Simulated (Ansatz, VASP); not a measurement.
# ZrC: VASP beside Ansatz

```xyz
2
Lattice="0.0000 2.3346 2.3346 2.3346 0.0000 2.3346 2.3346 2.3346 0.0000" Properties=species:S:1:pos:R:3 pbc="T T T"
Zr    2.3346    2.3346    2.3346
C     0.0000    0.0000    0.0000
```

Alike in both runs: functional PBEsol; k mesh 8 × 8 × 8; occupations gaussian, width 0.1 eV; no spin polarisation.

Ansatz relaxed the structure, and its values are those at the end. VASP's run is a single point on that final structure, the one shown.

|  | VASP | Ansatz |
| --- | --- | --- |
| version | VASP 6.6.1 | Ansatz 0.2.0 |
| potentials or method | VASP PAW PBE potentials, release 64 (Zr_sv, C), cutoff 600 eV | scalar-relativistic, plane waves, PAW |
| valence electrons in the cell | 16 | 16 |

Ansatz gave:

| Item | Value |
| --- | --- |
| gap on the k mesh at the Fermi level (eV) | none |
| pressure (GPa) | 0.0 |

Task: What did VASP give for the same quantities?

Result: gap on the k mesh at the Fermi level (eV): none; pressure (GPa): 0.3.

VASP's potentials were made for PBE, not for PBEsol. A gap of «none» marks a metal or a gap that the smearing closes.
